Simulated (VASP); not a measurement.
Here is a VASP 6.6.1 calculation.

Contents of INCAR:

```
  ALGO = Normal
  EDIFF = 1E-6
  ENCUT = 600
  GGA = PS
  GGA_COMPAT = False
  ISIF = 2
  ISMEAR = 0
  LASPH = True
  LCHARG = True
  LELF = True
  LREAL = False
  LVHAR = True
  LWAVE = False
  NBANDS = 27
  NELM = 120
  PREC = Accurate
  SIGMA = 0.02
```

File KPOINTS:

```
k-points
0
Gamma
  8 8 8
```

POSCAR

```
KTaO3
1.0
    4.0575754182      0.0000000000      0.0000000000
    0.0000000000      4.0575754182      0.0000000000
    0.0000000000      0.0000000000      3.9615793016
K Ta O
1 1 3
Direct
    0.0000000000      0.0000000000      0.0000000000
    0.5000000000      0.5000000000      0.5000000000
    0.5000000000      0.5000000000      0.0000000000
    0.5000000000      0.0000000000      0.5000000000
    0.0000000000      0.5000000000      0.5000000000
```

Potentials or basis: VASP PAW PBE potentials, release 64 (K_sv, Ta_pv, O).

Command:

```bash
$ cat potpaw_PBE.64/K_sv/POTCAR potpaw_PBE.64/Ta_pv/POTCAR potpaw_PBE.64/O/POTCAR > POTCAR
$ mpirun -np 1 vasp_std > vasp.out
```

Problem. What does it give for the pressure?

Solution. -5.0 GPa.

Problem. What does it give for the band gap on the k mesh?

Solution. 1.98 eV, indirect (least direct gap 2.62 eV).

Stress tensor (GPa, compression positive):
```
-7.78  0.00  0.00
 0.00 -7.78  0.00
 0.00  0.00  0.61
```

Caveat: the PAW data sets were made with another functional, which shifts forces and pressure a little; spin-orbit coupling is left out, which moves the levels of the heavy elements. PBEsol gaps usually lie below the measured ones, often by a third to a half.
